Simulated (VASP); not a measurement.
Pt, 1 atom in the cell. The structure is cubic, space group Fm-3m (No. 225). Conventional cell: a = 3.920 Å, b = 3.920 Å, c = 3.920 Å, α = 90.00°, β = 90.00°, γ = 90.00°. Pt (site symmetry m-3m) has 12 Pt at 2.77 Å within 3.7 Å. 

- Program: VASP 6.6.1
- Task: relaxation of cell and atoms
- Functional: PBEsol
- Potentials or basis: VASP PAW PBE potentials, release 64 (Pt)
- Cutoff: 600 eV
- k mesh: 24 × 24 × 24
- Occupations: fermi-dirac, width 0.1 eV
- Spin: no spin polarisation
- Target pressure: 1 GPa
- Dipole correction: no
- Further INCAR settings: ALGO = Normal; EDIFF = 1e-07; IBRION = 2; EDIFFG = -0.002; NSW = 100; ISIF = 3

Potentials or basis: VASP PAW PBE potentials, release 64 (Pt).

The run is started by

```console
$ cat potpaw_PBE.64/Pt/POTCAR > POTCAR
$ mpirun -np 1 vasp_std > vasp.out
```

Hardware: 1 thread of Intel(R) Xeon(R) Platinum 8259CL CPU @ 2.50GHz (Skylake/Cascade Lake), on a shared host.

**Question.** How long does it take, and how much memory?

**Answer.** Run time: 88 s on 1 thread of Intel(R) Xeon(R) Platinum 8259CL CPU @ 2.50GHz (Skylake/Cascade Lake), on a shared host, peak memory 0.21 GiB. Counts: scf iterations 26, k points 413, ion steps 3.
